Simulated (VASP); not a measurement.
# RbBr in VASP: notebook

RbBr is run at these levels: PBE; tasks: single point, relaxation of cell and atoms.

Program: VASP 6.6.1. These are calculated values, not measurements. Logs are shortened: lines on timing, memory, paths and dates and some standing lists are left out, and cuts for length are marked.

## Step 1: The cell of the first run

The structure is cubic, space group Fm-3m (No. 225). The conventional cell has a = 7.016 Å, b = 7.016 Å, c = 7.016 Å, α = 90.00°, β = 90.00°, γ = 90.00°. Within 4.6 Å of Rb (site symmetry m-3m) lie 6 Br at 3.51 Å. Br (site symmetry m-3m) has 6 Rb at 3.51 Å within 4.6 Å.

## Step 2: Single point, PBE

Input file INCAR:

```
SYSTEM = RbBr
PREC = Accurate
ENCUT = 520
EDIFF = 1E-7
ISMEAR = 0
SIGMA = 0.02
LREAL = .False.
LASPH = .True.
NELM = 80
ALGO = Normal
ISIF = 2
LWAVE = .False.
LCHARG = .False.
GGA = PE
NBANDS = 15
```

Input file KPOINTS:

```
Automatic mesh
0
Gamma
  6 6 6
  0 0 0
```

Input file POSCAR:

```
RbBr
1.0
    0.0000000000      3.5079734015      3.5079734015
    3.5079734015      0.0000000000      3.5079734015
    3.5079734015      3.5079734015      0.0000000000
Rb Br
1 1
Direct
    0.0000000000      0.0000000000      0.0000000000
    0.5000000000      0.5000000000      0.5000000000
```

Potentials or basis: VASP PAW PBE potentials, release 64 (Rb_sv, Br).

Started as:

```console
$ cat potpaw_PBE.64/Rb_sv/POTCAR potpaw_PBE.64/Br/POTCAR > POTCAR
$ mpirun -np 1 vasp_std > vasp.out
```

OUTCAR:

```text
SYSTEM = RbBr
   PREC = Accurate
   ENCUT = 520
   EDIFF = 1E-7
   ISMEAR = 0
   LREAL = .False.
   LASPH = .True.
   NELM = 80
   ISIF = 2
   GGA = PE

 ion  position               nearest neighbor table
   1  0.000  0.000  0.000-   2 3.51   2 3.51   2 3.51   2 3.51   2 3.51   2 3.51
   2  0.500  0.500  0.500-   1 3.51   1 3.51   1 3.51   1 3.51   1 3.51   1 3.51

  LATTYP: Found a face centered cubic cell.
 ALAT       =     7.0159468030

  Lattice vectors:

 A1 = (   0.0000000000,   3.5079734015,   3.5079734015)
 A2 = (   3.5079734015,   0.0000000000,   3.5079734015)
 A3 = (   3.5079734015,   3.5079734015,   0.0000000000)

Analysis of symmetry for initial positions (statically):
=====================================================================
 Subroutine PRICEL returns:
 Original cell was already a primitive cell.

 Routine SETGRP: Setting up the symmetry group for a
 face centered cubic supercell.

 Subroutine GETGRP returns: Found 48 space group operations
 (whereof 48 operations were pure point group operations)
 out of a pool of 48 trial point group operations.

The static configuration has the point symmetry O_h .

Analysis of symmetry for dynamics (positions and initial velocities):
=====================================================================
 Subroutine PRICEL returns:
 Original cell was already a primitive cell.

 Routine SETGRP: Setting up the symmetry group for a
 face centered cubic supercell.

 Subroutine GETGRP returns: Found 48 space group operations
 (whereof 48 operations were pure point group operations)
 out of a pool of 48 trial point group operations.

The dynamic configuration has the point symmetry O_h .

 Subroutine INISYM returns: Found 48 space group operations
 (whereof 48 operations are pure point group operations),
 and found     1 'primitive' translations

----------------------------------------------------------------------------------------

                                     Primitive cell

  volume of cell :      86.3374

  direct lattice vectors                    reciprocal lattice vectors
     0.000000000  3.507973402  3.507973402    -0.142532438  0.142532438  0.142532438
     3.507973402  0.000000000  3.507973402     0.142532438 -0.142532438  0.142532438
     3.507973402  3.507973402  0.000000000     0.142532438  0.142532438 -0.142532438

  length of vectors
     4.961023561  4.961023561  4.961023561     0.246873424  0.246873424  0.246873424

  position of ions in fractional coordinates (direct lattice)
     0.000000000  0.000000000  0.000000000
     0.500000000  0.500000000  0.500000000

  ion indices of the primitive-cell ions
   primitive index   ion index
                 1           1
                 2           2
[... 77 lines left out ...]
   EFERMI =   0.00;   METHOD = LEGACY
   ISMEAR =     0;   SIGMA  =   0.02  broadening in eV -4-tet -1-fermi 0-gaus
   EFERMI_NEDOS =   21; number of points for ismear=-14 and -15
   IALGO  =     38    algorithm
   IMIX   =      4    mixing-type and parameters
     AMIX     =   0.40;   BMIX     =  1.00
     AMIX_MAG =   1.60;   BMIX_MAG =  1.00
  volume/ion in A,a.u.               =      43.17       291.32
  Fermi-wavevector in a.u.,A,eV,Ry     =   0.933359  1.763792 11.852828  0.871158
  Thomas-Fermi vector in A             =   2.060052
   LORBIT       =      0    0 simple, 1 ext, 2 COOP (PROOUT), +10 PAW based schemes
   GGA     = PE    functional components
   LHFCALC =     F    Hartree Fock is set to
   AEXX    =    0.0000 exact exchange contribution
   IVDW    =     0    specifies the selected vdW correction
   LEPSILON=     F    determine dielectric tensor
   LRPA    =     F    only Hartree local field effects (RPA)
 non-spin polarized calculation
 Gauss-broadening in eV      SIGMA  =   0.02
  energy-cutoff  :      520.00
  volume of cell :       86.34
 maximum number of plane-waves:      2357
 NGX is ok and might be reduce to    40

 number of electron      15.9999999 magnetization

 Free energy of the ion-electron system (eV)
  ---------------------------------------------------
  ext. energy  EPLUGINS =         0.00000000
  ---------------------------------------------------
  free energy    TOTEN  =        -6.11554645 eV

  energy without entropy =       -6.11554645  energy(sigma->0) =       -6.11554645

 E-fermi :  -1.8360     XC(G=0):  -6.9604

 val. band max:       -2.0036009723   @ k =   0.0000   0.0000   0.0000
 cond. band min:       2.1872649194   @ k =   0.0000   0.0000   0.0000
 fundamental gap:      4.1908658918
 Fermi energy:        -1.8359506800

 k-point     1 :       0.0000    0.0000    0.0000
  band No.  band energies     occupation
      1     -26.5704      2.00000
      2     -14.1193      2.00000
      3     -10.6414      2.00000
      4     -10.6414      2.00000
      5     -10.6414      2.00000
      6      -2.0036      2.00000
      7      -2.0036      2.00000
      8      -2.0036      2.00000
      9       2.1873      0.00000
     10       5.2486      0.00000
     11       5.2486      0.00000
     12       5.2486      0.00000
     13       6.0896      0.00000
     14       6.0896      0.00000
[... 257 lines left out ...]
      2     -14.0897      2.00000
      3     -10.7579      2.00000
      4     -10.7165      2.00000
      5     -10.6466      2.00000
      6      -2.4000      2.00000
      7      -2.3650      2.00000
      8      -2.2532      2.00000
      9       4.3026      0.00000
     10       5.5663      0.00000
     11       5.8061      0.00000
     12       6.6582      0.00000
     13       7.7477      0.00000
     14       8.5762      0.00000
     15       8.9661      0.00000

------------------------ aborting loop because EDIFF is reached ----------------------------------------

  FORCE on cell =-STRESS in cart. coord.  units (eV):
  Direction    XX          YY          ZZ          XY          YZ          ZX
  --------------------------------------------------------------------------------------
  -------------------------------------------------------------------------------------
  Total        0.0167262      0.0167262      0.0167262     -0.0000000     -0.0000000      0.0000000
  in kB        0.3103901      0.3103901      0.3103901     -0.0000000     -0.0000000      0.0000000
  external PRESSURE =       0.3103901 kB  Pullay stress =       0.0000000 kB

 VOLUME and BASIS-vectors are now :
 -----------------------------------------------------------------------------
  energy-cutoff  :      520.00
  volume of cell :       86.34
      direct lattice vectors                 reciprocal lattice vectors
     0.000000000  3.507973402  3.507973402    -0.142532438  0.142532438  0.142532438
     3.507973402  0.000000000  3.507973402     0.142532438 -0.142532438  0.142532438
     3.507973402  3.507973402  0.000000000     0.142532438  0.142532438 -0.142532438

 POSITION                                       TOTAL-FORCE (eV/Angst)
 -----------------------------------------------------------------------------------
      0.00000      0.00000      0.00000        -0.000000     -0.000000     -0.000000
      3.50797      3.50797      3.50797         0.000000      0.000000      0.000000
 -----------------------------------------------------------------------------------
    total drift:                                0.000000     -0.000000     -0.000000

  FREE ENERGIE OF THE ION-ELECTRON SYSTEM (eV)
  ---------------------------------------------------
  free  energy   TOTEN  =        -6.1155464541 eV

  energy  without entropy=       -6.1155464541  energy(sigma->0) =       -6.11554645
```

stdout:

```text
POSCAR found type information on POSCAR RbBr
 POSCAR found :  2 types and       2 ions
 scaLAPACK will be used
 LDA part: xc-table for (Slater+PW92), standard interpolation
 POSCAR, INCAR and KPOINTS ok, starting setup
 FFT: planning ... GRIDC
 FFT: planning ... GRID_SOFT
 FFT: planning ... GRID
 WAVECAR not read
 entering main loop
```

Wall time 56 s (1 thread of Oxide Virtual Turin-like, shared host); peak memory 0.2 GiB.

What came out:

- Free energy: -6.1155 eV
- Pressure: 0.0 GPa
- Band gap on the k mesh: 4.19 eV

Levels at points of the mesh, in eV from the valence-band top:
| k point | band 6 | band 7 | band 8 | band 9 | band 10 | band 11 |
| --- | --- | --- | --- | --- | --- | --- |
| (0.00, 0.00, 0.00) | 0.00 | 0.00 | 0.00 | 4.19 | 7.25 | 7.25 |
| (0.50, 0.00, 0.00) | -0.88 | -0.30 | -0.30 | 6.63 | 7.47 | 9.27 |
| (0.50, 0.50, 0.00) | -0.45 | -0.15 | -0.15 | 5.67 | 6.87 | 8.85 |

## Step 3: Relaxation of cell and atoms, PBE

Input file INCAR:

```
SYSTEM = RbBr
  PREC = Accurate
  ENCUT = 600
  EDIFF = 1E-6
  ISMEAR = 0
  SIGMA = 0.02
  LREAL = .False.
  LASPH = .True.
  NELM = 60
  ALGO = Normal
  ISIF = 3
  LWAVE = .False.
  LCHARG = .False.
  GGA = PE
  IBRION = 2
  NSW = 100
  EDIFFG = -0.01
```

Input file KPOINTS:

```
regular mesh
0
Gamma
  6 6 6
  0 0 0
```

POSCAR is that of step 2.

Potentials or basis: VASP PAW PBE potentials, release 64 (Rb_sv, Br).

Started as:

```console
$ cat potpaw_PBE.64/Rb_sv/POTCAR potpaw_PBE.64/Br/POTCAR > POTCAR
$ mpirun -np 1 vasp_std > vasp.out
```

It took 45 s on 1 thread of Oxide Virtual Turin-like, shared host; peak memory 0.2 GiB.

It converged, with:

| Quantity | Value |
| --- | --- |
| Free energy | -6.1155 eV |
| Pressure after relaxing | 0.0 GPa |
| Band gap on the k mesh | 4.19 eV |

Final structure:
```yaml
crystal:
  lattice:
    - [0.00000, 3.50797, 3.50797]
    - [3.50797, 0.00000, 3.50797]
    - [3.50797, 3.50797, 0.00000]
  atoms:
    - { symbol: Rb, position: [0.00000, 0.00000, 0.00000] }
    - { symbol: Br, position: [0.50000, 0.50000, 0.50000] }
```

Levels at points of the mesh, in eV from the valence-band top:
```csv
k point,band 5,band 6,band 7,band 8,band 9,band 10,band 11,band 12
"(0.00, 0.00, 0.00)",-8.64,0.00,0.00,0.00,4.19,7.25,7.25,7.25
"(0.50, 0.00, 0.00)",-8.61,-0.88,-0.30,-0.30,6.63,7.47,9.27,9.27
"(0.50, 0.50, 0.00)",-8.69,-0.45,-0.15,-0.15,5.67,6.87,8.85,9.06
```

Caveat: the relaxation stopped at its first step, so nothing moved.

## Step 4: Single point, PBE

This run uses another cell than the first one: it holds 6 atoms, not 2.

Input file INCAR:

```
SYSTEM = RbBr
  PREC = Accurate
  ENCUT = 520
  EDIFF = 1E-7
  ISMEAR = 0
  SIGMA = 0.1
  LREAL = .False.
  LASPH = .True.
  NELM = 80
  ALGO = Normal
  ISIF = 2
  LWAVE = .False.
  LCHARG = .False.
  GGA = PE
  NBANDS = 33
```

Input file KPOINTS:

```
Automatic mesh
0
Gamma
  6 6 2
  0 0 0
```

Input file POSCAR:

```
RbBr
1.0
    4.9576493202      0.0000000001      0.0000000000
   -2.4788246602      4.2934502543      0.0000000000
    0.0000000000      0.0000000000     12.1684898194
Rb Br
3 3
Direct
    0.6691812540      0.0000000000      0.6666666667
    0.0000000000      0.6691812540      0.3333333333
    0.3308187460      0.3308187460      0.0000000000
    0.6639509231      0.0000000000      0.1666666667
    0.0000000000      0.6639509231      0.8333333333
    0.3360490769      0.3360490769      0.5000000000
```

Started as:

```console
$ cat potpaw_PBE.64/Rb_sv/POTCAR potpaw_PBE.64/Br/POTCAR > POTCAR
$ mpirun -np 1 vasp_std > vasp.out
```

It took 4.5 min on 1 thread of Oxide Virtual Turin-like, shared host; peak memory 0.4 GiB.

Results (log left out):

| Property | Result |
| --- | --- |
| Free energy | -18.3465 eV |
| Pressure | 0.0 GPa |
| Largest force | 0.008 eV/Å |
| Band gap on the k mesh | 4.19 eV |

Forces on the atoms (eV/Å):
```
Rb  -0.006  0.000  0.000
Rb   0.003 -0.005  0.000
Rb   0.003  0.005  0.000
Br   0.008  0.000  0.000
Br  -0.004  0.007  0.000
Br  -0.004 -0.007  0.000
```

Levels at points of the mesh, in eV from the valence-band top:
```
           k point  band 21  band 22  band 23  band 24  band 25  band 26  band 27  band 28
(0.00, 0.00, 0.00)    -0.22     0.00     0.00     0.00     4.19     6.00     6.00     7.17
(0.50, 0.00, 0.00)    -0.26    -0.26    -0.16    -0.15     5.67     6.65     6.65     6.86
(0.00, 0.00, 0.50)    -0.08    -0.08    -0.08    -0.08     4.78     4.78     6.63     7.10
(0.50, 0.00, 0.50)    -0.28    -0.27    -0.19    -0.19     6.05     6.05     6.63     6.99
```

## Step 5: The runs side by side

```csv
task,cell,k mesh,cutoff (eV),smearing,gap on the mesh (eV),pressure (GPa)
single point,"a = 4.961 Å, angles 60.0°, 2 atoms, atomic positions A",6 × 6 × 6,520,gaussian 0.02 eV,4.19,0.0
relaxation of cell and atoms,"relaxed from a = 4.961 Å, angles 60.0°, 2 atoms, atomic positions A",6 × 6 × 6,600,gaussian 0.02 eV,4.19,0.0
single point,"a = 4.958, b = 4.958, c = 12.168 Å, angles 90.0, 90.0, 120.0°, 6 atoms, atomic positions B",6 × 6 × 2,520,gaussian 0.1 eV,4.19,0.0
```

Alike in all rows: level PBE; potentials or basis VASP PAW PBE potentials, release 64 (Rb_sv, Br); no spin polarisation.

Caveats: the relaxation stopped at its first step, so nothing moved (at least some runs).

Total energies depend on the potentials used, so only differences within one code and one set of settings carry meaning.
